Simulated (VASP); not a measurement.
# SrO (P6_3/mmc) in VASP: single point with PBE-based screened hybrid with 35 % exact exchange

Aim: the single point of SrO with PBE-based screened hybrid with 35 % exact exchange.

All numbers are computed with VASP 6.6.1; they aren't measurements. Logs are shortened: lines on timing, memory, paths and dates and some standing lists are left out, and cuts for length are marked.

## Step 1: The cell of the first run

The structure is hexagonal, space group P6_3/mmc (No. 194). Conventional cell: a = 3.547 Å, b = 3.547 Å, c = 6.208 Å, α = 90.00°, β = 90.00°, γ = 120.00°. Sr (site symmetry -6m2) has 6 O at 2.57 Å within 3.4 Å. Within 3.4 Å of O (site symmetry -3m) lie 6 Sr at 2.57 Å and 2 O at 3.10 Å.

## Step 2: Single point, PBE-based screened hybrid with 35 % exact exchange

POSCAR

```
SrO
1.0
    3.5471277480      0.0000000000      0.0000000000
   -1.7735638740      3.0719027403      0.0000000000
    0.0000000000      0.0000000000      6.2083420350
Sr O
2 2
Direct
    0.3333333333      0.6666666667      0.2500000000
    0.6666666667      0.3333333333      0.7500000000
    0.0000000000      0.0000000000      0.0000000000
    0.0000000000      0.0000000000      0.5000000000
```

INCAR.step1

```
PREC = Accurate ; ENCUT = 520
EDIFF = 1E-5 ; ISMEAR = 0
SIGMA = 0.01 ; LREAL = F
LASPH = T ; NELM = 100
ALGO = Normal ; ISIF = 2
LWAVE = T ; LCHARG = F
GGA = PE ; NBANDS = 24
```

INCAR.step2

```
PREC = Accurate ; ENCUT = 520
EDIFF = 1E-7 ; ISMEAR = 0
SIGMA = 0.01 ; LREAL = F
LASPH = T ; NELM = 100
ALGO = Normal ; ISIF = 2
LWAVE = F ; LCHARG = F
GGA = PE ; LHFCALC = T
AEXX = 0.35 ; HFSCREEN = 0.2078
PRECFOCK = Normal ; ISTART = 1
NBANDS = 24
```

KPOINTS

```
regular mesh
0
Gamma
  6 6 2
```

Potentials or basis: VASP PAW PBE potentials, release 64 (Sr_sv, O).

Started as:

```console
$ cat potpaw_PBE.64/Sr_sv/POTCAR potpaw_PBE.64/O/POTCAR > POTCAR
$ cp INCAR.step1 INCAR
$ mpirun -np 1 vasp_std > vasp.out
$ cp INCAR.step2 INCAR
$ mpirun -np 1 vasp_std > vasp.out
```

OUTCAR:

```text
PREC = Accurate
   ENCUT = 520
   EDIFF = 1E-7
   ISMEAR = 0
   LREAL = F
   LASPH = T
   NELM = 100
   ISIF = 2
   GGA = PE
   LHFCALC = T
   AEXX = 0.35
   HFSCREEN = 0.2078
   PRECFOCK = Normal
   ISTART = 1

 ion  position               nearest neighbor table
   1  0.333  0.667  0.250-   3 2.57   4 2.57   3 2.57   4 2.57   3 2.57   4 2.57   2 3.72   2 3.72
                             2 3.72   2 3.72   2 3.72   2 3.72
   2  0.667  0.333  0.750-   3 2.57   4 2.57   3 2.57   4 2.57   3 2.57   4 2.57   1 3.72   1 3.72
                             1 3.72   1 3.72   1 3.72   1 3.72
   3  0.000  0.000  0.000-   1 2.57   2 2.57   2 2.57   1 2.57   2 2.57   1 2.57
   4  0.000  0.000  0.500-   1 2.57   2 2.57   2 2.57   1 2.57   2 2.57   1 2.57

  LATTYP: Found a hexagonal cell.
 ALAT       =     3.5471277480
 C/A-ratio  =     1.7502448392

  Lattice vectors:

 A1 = (   3.5471277480,   0.0000000000,   0.0000000000)
 A2 = (  -1.7735638740,   3.0719027403,   0.0000000000)
 A3 = (   0.0000000000,   0.0000000000,   6.2083420350)

Analysis of symmetry for initial positions (statically):
=====================================================================
 Subroutine PRICEL returns:
 Original cell was already a primitive cell.

 Routine SETGRP: Setting up the symmetry group for a
 hexagonal supercell.

 Subroutine GETGRP returns: Found 24 space group operations
 (whereof 12 operations were pure point group operations)
 out of a pool of 24 trial point group operations.

The static configuration has the point symmetry D_3d.
 The point group associated with its full space group is D_6h.

Analysis of symmetry for dynamics (positions and initial velocities):
=====================================================================
 Subroutine PRICEL returns:
 Original cell was already a primitive cell.

 Routine SETGRP: Setting up the symmetry group for a
 hexagonal supercell.

 Subroutine GETGRP returns: Found 24 space group operations
 (whereof 12 operations were pure point group operations)
 out of a pool of 24 trial point group operations.

The dynamic configuration has the point symmetry D_3d.
 The point group associated with its full space group is D_6h.

 Subroutine INISYM returns: Found 24 space group operations
 (whereof 12 operations are pure point group operations),
 and found     1 'primitive' translations

----------------------------------------------------------------------------------------

                                     Primitive cell

  volume of cell :      67.6488

  direct lattice vectors                    reciprocal lattice vectors
     3.547127748  0.000000000  0.000000000     0.281918237  0.162765570  0.000000000
    -1.773563874  3.071902740  0.000000000     0.000000000  0.325531140  0.000000000
     0.000000000  0.000000000  6.208342035     0.000000000  0.000000000  0.161073600

  length of vectors
     3.547127748  3.547127748  6.208342035     0.325531140  0.325531140  0.161073600

  position of ions in fractional coordinates (direct lattice)
     0.333333333  0.666666667  0.250000000
     0.666666667  0.333333333  0.750000000
     0.000000000  0.000000000  0.000000000
     0.000000000  0.000000000  0.500000000

  ion indices of the primitive-cell ions
   primitive index   ion index
                 1           1
                 2           2
                 3           3
                 4           4

----------------------------------------------------------------------------------------

 KPOINTS: regular mesh

Automatic generation of k-mesh.
 Grid dimensions read from file:
 generate k-points for:    6    6    2

 Generating k-lattice:

  Cartesian coordinates                     Fractional coordinates (reciprocal lattice)
     0.046986373  0.027127595  0.000000000     0.166666667 -0.000000000  0.000000000
     0.000000000  0.054255190  0.000000000     0.000000000  0.166666667  0.000000000
     0.000000000  0.000000000  0.080536800     0.000000000  0.000000000  0.500000000

  Length of vectors
     0.054255190  0.054255190  0.080536800

  Shift w.r.t. Gamma in fractional coordinates (k-lattice)
     0.000000000  0.000000000  0.000000000

 Subroutine IBZKPT returns following result:
 ===========================================

 Found     14 irreducible k-points:

 Following reciprocal coordinates:
            Coordinates               Weight
  0.000000  0.000000  0.000000      1.000000
  0.166667  0.000000  0.000000      6.000000
  0.333333  0.000000  0.000000      6.000000
  0.500000  0.000000  0.000000      3.000000
  0.166667  0.166667  0.000000      6.000000
  0.333333  0.166667  0.000000     12.000000
  0.333333  0.333333  0.000000      2.000000
  0.000000  0.000000  0.500000      1.000000
  0.166667  0.000000  0.500000      6.000000
  0.333333  0.000000  0.500000      6.000000
  0.500000  0.000000  0.500000      3.000000
  0.166667  0.166667  0.500000      6.000000
  0.333333  0.166667  0.500000     12.000000
  0.333333  0.333333  0.500000      2.000000
   k-points           NKPTS =     14   k-points in BZ     NKDIM =     72   number of bands    NBANDS=     24
   number of dos      NEDOS =    301   number of ions     NIONS =      4
   total plane-waves  NPLWV =  37632
   dimension x,y,z NGX =    28 NGY =   28 NGZ =   48
   dimension x,y,z NGXF=    56 NGYF=   56 NGZF=   96
   ions per type =               2   2
   NGX,Y,Z   is equivalent  to a cutoff of  13.12, 13.12, 12.85 a.u.
   NGXF,Y,Z  is equivalent  to a cutoff of  26.25, 26.25, 25.71 a.u.
 SYSTEM =  unknown system
   PREC   = accura    normal or accurate (medium, high low for compatibility)
   ISTART =      1    job   : 0-new  1-cont  2-samecut
   ICHARG =      0    charge: 1-file 2-atom 10-const
   ISPIN  =      1    spin polarized calculation?
   LNONCOLLINEAR =      F non collinear calculations
   LSORBIT =      F    spin-orbit coupling
   LASPH  =      T    aspherical Exc in radial PAW
   ENCUT  =  520.0 eV  38.22 Ry    6.18 a.u.   6.60  6.60 11.54*2*pi/ulx,y,z
   NELM   =    100;   NELMIN=  2; NELMDL=  0     # of ELM steps
   EDIFF  = 0.1E-06   stopping-criterion for ELM
   LREAL  =      F    real-space projection
   EDIFFG = 0.1E-05   stopping-criterion for IOM
   NSW    =      0    number of steps for IOM
   IBRION =     -1    ionic relax: 0-MD 1-quasi-New 2-CG
   NFREE  =      0    steps in history (QN), initial steepest desc. (CG)
   ISIF   =      2    stress and relaxation
   ISYM   =      3    0-nonsym 1-usesym 2-fastsym
   POTIM  = 0.5000    time-step for ionic-motion
   TEBEG  =    0.0;   TEEND  =   0.0 temperature during run
   PSTRESS=    0.0 pullay stress
   NELECT =      32.0000    total number of electrons
   NUPDOWN=      -1.0000    fix difference up-down
   EMIN   =  10.00;   EMAX   =-10.00  energy-range for DOS
   EFERMI =   0.00;   METHOD = LEGACY
   ISMEAR =     0;   SIGMA  =   0.01  broadening in eV -4-tet -1-fermi 0-gaus
   EFERMI_NEDOS =   21; number of points for ismear=-14 and -15
   IALGO  =     38    algorithm
   IMIX   =      1    mixing-type and parameters
     AMIX     =   0.40;   BMIX     =  1.00
     AMIX_MAG =   1.60;   BMIX_MAG =  1.00
  volume/ion in A,a.u.               =      16.91       114.13
  Fermi-wavevector in a.u.,A,eV,Ry     =   1.275572  2.410481 22.137808  1.627083
  Thomas-Fermi vector in A             =   2.408276
   LORBIT       =      0    0 simple, 1 ext, 2 COOP (PROOUT), +10 PAW based schemes
   GGA     = PE    functional components
   LHFCALC =     T    Hartree Fock is set to
   PRECFOCK=normal    Normal, Fast or Accurate (Low or Medium for compatibility)
   ENCUT4O =  -1.0   cutoff for four orbital integrals eV
   NKREDX  =     1    reduce k-point grid by
   NKREDY  =     1    reduce k-point grid by
   NKREDZ  =     1    reduce k-point grid by
   AEXX    =    0.3500 exact exchange contribution
   HFSCREEN=    0.2078 screening length (either q_TF or 0.3 A-1)
   HFSCREENC=   0.2078 screening length for correlation (either q_TF or 0.3 A-1)
   ENCUTFOCK=  -1.0 apply spherical cutoff to Coloumb kernel
   IVDW    =     0    specifies the selected vdW correction
   LEPSILON=     F    determine dielectric tensor
   LRPA    =     F    only Hartree local field effects (RPA)
 non-spin polarized calculation
 Gauss-broadening in eV      SIGMA  =   0.01
  energy-cutoff  :      520.00
  volume of cell :       67.65
 maximum number of plane-waves:      1842
 NGX is ok and might be reduce to    28
  NGX = 20; NGY = 20; NGZ = 36

 number of electron      32.0000015 magnetization

 Free energy of the ion-electron system (eV)
  ---------------------------------------------------
  ext. energy  EPLUGINS =         0.00000000
  ---------------------------------------------------
  free energy    TOTEN  =       -29.74868910 eV

  energy without entropy =      -29.74868910  energy(sigma->0) =      -29.74868910

 E-fermi :   0.8754     XC(G=0):  -7.5736

 val. band max:        0.7638926573   @ k =   0.0000   0.0000   0.0000
 cond. band min:       5.8791937256   @ k =   0.5000   0.0000   0.0000
 fundamental gap:      5.1153010683
 Fermi energy:         0.8754053516

 k-point     1 :       0.0000    0.0000    0.0000
  band No.  band energies     occupation
      1     -34.9499      2.00000
      2     -34.8274      2.00000
      3     -18.1719      2.00000
      4     -16.8776      2.00000
      5     -14.8002      2.00000
      6     -14.8002      2.00000
[... 16 lines left out ...]
     23      10.5143      0.00000
     24      11.5888      0.00000

 k-point     2 :       0.1667    0.0000    0.0000
  band No.  band energies     occupation
      1     -34.9109      2.00000
      2     -34.8041      2.00000
      3     -17.9478      2.00000
      4     -17.2424      2.00000
      5     -15.0657      2.00000
      6     -14.9038      2.00000
[... 16 lines left out ...]
     23      11.0012      0.00000
     24      11.0147      0.00000

 k-point     3 :       0.3333    0.0000    0.0000
  band No.  band energies     occupation
      1     -34.8278      2.00000
      2     -34.7610      2.00000
      3     -17.8210      2.00000
      4     -17.3599      2.00000
      5     -15.5433      2.00000
      6     -15.0645      2.00000
[... 16 lines left out ...]
     23      12.0113      0.00000
     24      12.0938      0.00000

 k-point     4 :       0.5000    0.0000    0.0000
  band No.  band energies     occupation
      1     -34.7791      2.00000
      2     -34.7457      2.00000
      3     -18.0699      2.00000
      4     -16.8930      2.00000
      5     -15.7657      2.00000
      6     -15.2897      2.00000
[... 16 lines left out ...]
     23      13.0345      0.00000
     24      13.0358      0.00000

 k-point     5 :       0.1667    0.1667    0.0000
  band No.  band energies     occupation
      1     -34.8498      2.00000
      2     -34.7709      2.00000
      3     -17.6724      2.00000
      4     -17.5365      2.00000
      5     -15.4180      2.00000
      6     -15.0108      2.00000
[... 16 lines left out ...]
     23      11.6963      0.00000
     24      11.9614      0.00000

 k-point     6 :       0.3333    0.1667    0.0000
  band No.  band energies     occupation
      1     -34.7808      2.00000
      2     -34.7441      2.00000
      3     -18.0231      2.00000
      4     -16.9271      2.00000
      5     -15.6530      2.00000
      6     -15.2882      2.00000
[... 16 lines left out ...]
     23      12.1980      0.00000
     24      12.8584      0.00000
[... 109 lines left out ...]
 k-point    11 :       0.5000    0.0000    0.5000
  band No.  band energies     occupation
      1     -34.7624      2.00000
      2     -34.7624      2.00000
      3     -17.6709      2.00000
      4     -17.6709      2.00000
      5     -15.0144      2.00000
      6     -15.0144      2.00000
[... 16 lines left out ...]
     23      12.8268      0.00000
     24      12.8268      0.00000

 k-point    12 :       0.1667    0.1667    0.5000
  band No.  band energies     occupation
      1     -34.8105      2.00000
      2     -34.8105      2.00000
      3     -17.6010      2.00000
      4     -17.6010      2.00000
      5     -15.1170      2.00000
      6     -15.1170      2.00000
[... 16 lines left out ...]
     23      12.2017      0.00000
     24      12.2017      0.00000

 k-point    13 :       0.3333    0.1667    0.5000
  band No.  band energies     occupation
      1     -34.7625      2.00000
      2     -34.7625      2.00000
      3     -17.6166      2.00000
      4     -17.6166      2.00000
      5     -15.3349      2.00000
      6     -15.3349      2.00000
[... 16 lines left out ...]
     23      12.6012      0.00000
     24      12.6012      0.00000

 k-point    14 :       0.3333    0.3333    0.5000
  band No.  band energies     occupation
      1     -34.7464      2.00000
      2     -34.7464      2.00000
      3     -17.5705      2.00000
      4     -17.5705      2.00000
      5     -15.6168      2.00000
      6     -15.6168      2.00000
[... 16 lines left out ...]
     23      12.7610      0.00000
     24      12.7610      0.00000

------------------------ aborting loop because EDIFF is reached ----------------------------------------

  FORCE on cell =-STRESS in cart. coord.  units (eV):
  Direction    XX          YY          ZZ          XY          YZ          ZX
  --------------------------------------------------------------------------------------
  -------------------------------------------------------------------------------------
  Total       -0.2100318     -0.2100318     -0.3377100      0.0000000     -0.0000000      0.0000000
  in kB       -4.9743423     -4.9743423     -7.9982429      0.0000000     -0.0000000      0.0000000
  external PRESSURE =      -5.9823091 kB  Pullay stress =       0.0000000 kB

 VOLUME and BASIS-vectors are now :
 -----------------------------------------------------------------------------
  energy-cutoff  :      520.00
  volume of cell :       67.65
      direct lattice vectors                 reciprocal lattice vectors
     3.547127748  0.000000000  0.000000000     0.281918237  0.162765570  0.000000000
    -1.773563874  3.071902740  0.000000000     0.000000000  0.325531140  0.000000000
     0.000000000  0.000000000  6.208342035     0.000000000  0.000000000  0.161073600

 POSITION                                       TOTAL-FORCE (eV/Angst)
 -----------------------------------------------------------------------------------
     -0.00000      2.04794      1.55209        -0.000000     -0.000000      0.000000
      1.77356      1.02397      4.65626         0.000000      0.000000      0.000000
      0.00000      0.00000      0.00000         0.000000      0.000000     -0.000000
      0.00000      0.00000      3.10417        -0.000000      0.000000     -0.000000
 -----------------------------------------------------------------------------------
    total drift:                               -0.000000      0.000000     -0.000001

  FREE ENERGIE OF THE ION-ELECTRON SYSTEM (eV)
  ---------------------------------------------------
  free  energy   TOTEN  =       -29.7486890997 eV

  energy  without entropy=      -29.7486890997  energy(sigma->0) =      -29.74868910
```

Run time: 50 min. Hardware: 1 thread of Intel Xeon Platinum 8375C at 2.90GHz (Ice Lake), shared host; peak memory 0.31 GiB.

Results:

```yaml
Free_energy: -29.7487 eV
Pressure: -0.6 GPa
Band_gap_on_the_k_mesh: 5.12 eV (least direct gap 5.13 eV)
```

Levels at points of the mesh, in eV from the valence-band top:
```csv
k point,band 14,band 15,band 16,band 17,band 18,band 19
"(0.00, 0.00, 0.00)",-0.83,-0.83,0.00,5.13,7.21,7.37
"(0.50, 0.00, 0.00)",-1.50,-0.57,-0.27,5.12,7.96,8.22
"(0.00, 0.00, 0.50)",-0.97,-0.97,-0.97,6.77,6.77,8.23
"(0.50, 0.00, 0.50)",-1.35,-1.05,-1.05,6.40,6.40,9.09
```

Caveat: the k points lie up to 0.51 Å⁻¹ apart; the PAW data sets were made with another functional, which shifts forces and pressure a little. A k mesh can miss the band edges.
